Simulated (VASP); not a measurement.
Ge: relaxation of cell and atoms with PBEsol

Ge:

```
Ge
1.0
     0.00000    2.71501    2.71501
     2.71501    0.00000    2.71501
     2.71501    2.71501    0.00000
Ge
2
Direct
  0.50000 0.50000 0.50000
  0.75000 0.75000 0.75000
```

| Property | Result |
| --- | --- |
| Program | VASP 6.6.1 |
| Task | relaxation of cell and atoms |
| Functional | PBEsol |
| Potentials or basis | VASP PAW PBE potentials, release 64 (Ge_d) |
| Cutoff | 600 eV |
| k mesh | 12 × 12 × 12 |
| Occupations | gaussian, width 0.1 eV |
| Spin | no spin polarisation |
| Target pressure | 12 GPa |
| Dipole correction | no |
| Further INCAR settings | ALGO = Normal; EDIFF = 1e-06; IBRION = 2; EDIFFG = -0.008; NSW = 70; ISIF = 3 |

```json
{
 "Relaxed volume": "20.04 Å³/atom",
 "Relaxed cell": "a = 3.841 Å, b = 3.841 Å, c = 3.841 Å, α = 60.00°, β = 60.00°, γ = 60.00°",
 "Space group after relaxing (to 0.05 Å)": "Fd-3m (No. 227)",
 "Energy change on relaxing (the enthalpy is what falls)": "-1.8 meV/atom",
 "Ionic steps": "4",
 "Pressure after relaxing": "12.0 GPa",
 "Band gap on the k mesh": "0.29 eV, indirect (least direct gap 1.15 eV)"
}
```

The path:
| step | energy change (eV) | largest force (eV/Å) | pressure (GPa) | volume (Å³) |
| --- | --- | --- | --- | --- |
| 1 | 0.0000 | 0.0000 | 12.09 | 40.03 |
| 2 | -0.0047 | 0.0000 | 11.88 | 40.09 |
| 3 | -0.0019 | 0.0000 | 12.21 | 40.05 |
| 4 | -0.0037 | 0.0000 | 12.00 | 40.08 |

Final structure:
```xyz
2
Lattice="0.0000 2.7161 2.7161 2.7161 0.0000 2.7161 2.7161 2.7161 0.0000" Properties=species:S:1:pos:R:3 pbc="T T T"
Ge    2.7161    2.7161    2.7161
Ge    4.0742    4.0742    4.0742
```

Levels at points of the mesh, in eV from the valence-band top:
```tsv
k point	band 12	band 13	band 14	band 15	band 16	band 17
(0.00, 0.00, 0.00)	0.00	0.00	0.00	1.15	2.57	2.57
(0.50, 0.00, 0.00)	-8.27	-1.61	-1.61	0.52	3.75	3.75
(0.50, 0.50, 0.00)	-9.41	-3.55	-3.55	0.48	0.48	10.54
```

It took 77 s on 1 thread of Intel Xeon 6975P-C (shared host), peak memory 0.22 GiB.

Caveat: the cell is relaxed towards a set pressure, so the enthalpy falls and the energy may rise; the PAW data sets were made with another functional, which shifts forces and pressure a little. A k mesh can miss the band edges.
